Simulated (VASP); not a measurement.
Input of a VASP 6.6.1 run:

INCAR

```
SYSTEM = BAs
ALGO     = Normal         ! electronic algorithm
EDIFF    = 1E-6           ! SCF threshold, eV
ENCUT    = 560            ! plane-wave cutoff, eV
GGA      = RP             ! functional
GGA_COMPAT= .False.      
ISIF     = 2              ! what is computed and relaxed
ISMEAR   = -1             ! smearing method
IVDW     = 13             ! dispersion correction
LASPH    = .True.         ! aspherical terms in the spheres
LCHARG   = .False.        ! write CHGCAR
LREAL    = .False.        ! projectors in reciprocal space
LWAVE    = .False.        ! write WAVECAR
NBANDS   = 16             ! bands
NELM     = 120            ! most SCF steps
PREC     = Accurate       ! precision mode
SIGMA    = 0.05           ! smearing width, eV
```

File KPOINTS:

```
k-points
0
Gamma
  10 10 10
  0 0 0
```

The input POSCAR:

```
BAs
1.0
    0.0000000000      2.3885000000      2.3885000000
    2.3885000000      0.0000000000      2.3885000000
    2.3885000000      2.3885000000      0.0000000000
As B
1 1
Direct
    0.7500000000      0.7500000000      0.7500000000
    0.0000000000      0.0000000000      0.0000000000
```

Potentials or basis: VASP PAW PBE potentials, release 64 (As_d, B).

Run with:

```sh
$ cat potpaw_PBE.64/As_d/POTCAR potpaw_PBE.64/B/POTCAR > POTCAR
$ mpirun -np 1 vasp_std > vasp.out
```

Task: Estimate the pressure.

Result: -4.9 GPa.

Task: What does it give for the dispersion energy per atom?

Result: -0.784 eV.

Task: Estimate the band gap on the k mesh.

Result: 1.22 eV (least direct gap 3.29 eV).

Caveat: the cell stands under tension; the PAW data sets were made with another functional, which shifts forces and pressure a little. A k mesh can miss the band edges.
